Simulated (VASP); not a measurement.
Wanted: the native input for a VASP 6.6.1 run.

```
Task                   : single point
Functional             : r2SCAN
Potentials or basis    : VASP PAW PBE potentials, release 64 (Ag, O)
Cutoff                 : 660 eV
k mesh                 : 7 × 7 × 7
Occupations            : fermi-dirac, width 0.1 eV
Spin                   : no spin polarisation
Dipole correction      : no
Further INCAR settings : ALGO = Normal; EDIFF = 1e-06; NBANDS = 37
```

The system is Ag2O.

```
CELL_PARAMETERS angstrom
4.75735 0.00000 0.00000
0.00000 4.75735 0.00000
0.00000 0.00000 4.75735
ATOMIC_POSITIONS crystal
Ag 0.25000 0.25000 0.25000
Ag 0.25000 0.75000 0.75000
Ag 0.75000 0.75000 0.25000
Ag 0.75000 0.25000 0.75000
O 0.00000 0.00000 0.00000
O 0.50000 0.50000 0.50000
```

The input as run:

POSCAR

```
Ag2O
1.0
    4.7573459200      0.0000000000      0.0000000000
    0.0000000000      4.7573459200      0.0000000000
    0.0000000000      0.0000000000      4.7573459200
Ag O
4 2
Direct
    0.2500000000      0.2500000000      0.2500000000
    0.2500000000      0.7500000000      0.7500000000
    0.7500000000      0.7500000000      0.2500000000
    0.7500000000      0.2500000000      0.7500000000
    0.0000000000      0.0000000000      0.0000000000
    0.5000000000      0.5000000000      0.5000000000
```

INCAR.step1

```
PREC = Accurate ; ENCUT = 660
ISMEAR = -1 ; SIGMA = 0.1
LREAL = False ; LASPH = True
NELM = 120 ; NBANDS = 37
GGA = PE ; ALGO = Normal
EDIFF = 1E-5 ; LWAVE = True
LCHARG = False ; GGA_COMPAT = False
```

INCAR.step2

```
PREC = Accurate ; ENCUT = 660
EDIFF = 1E-6 ; ISMEAR = -1
SIGMA = 0.1 ; LREAL = False
LASPH = True ; NELM = 120
ALGO = Normal ; ISIF = 2
LWAVE = False ; LCHARG = False
METAGGA = R2SCAN ; LMIXTAU = True
NBANDS = 37 ; ISTART = 1
GGA_COMPAT = False
```

KPOINTS

```
Automatic mesh
0
Gamma
  7 7 7
```

Potentials or basis: VASP PAW PBE potentials, release 64 (Ag, O).

Launch:

```bash
$ cat potpaw_PBE.64/Ag/POTCAR potpaw_PBE.64/O/POTCAR > POTCAR
$ cp INCAR.step1 INCAR
$ mpirun -np 1 vasp_std > vasp.out
$ cp INCAR.step2 INCAR
$ mpirun -np 1 vasp_std > vasp.out
```

It gave:

The pressure is -0.2 GPa and the band gap on the k mesh is 0.24 eV.

Caveat: semilocal functionals underestimate gaps, and a narrow one can read as zero; the PAW data sets were made with another functional, which shifts forces and pressure a little; an odd mesh through Γ misses points on the zone boundary, where band edges can lie.

Wall time 3.4 min on 1 thread of Oxide Virtual Turin-like Processor (shared host), peak memory 0.27 GiB.
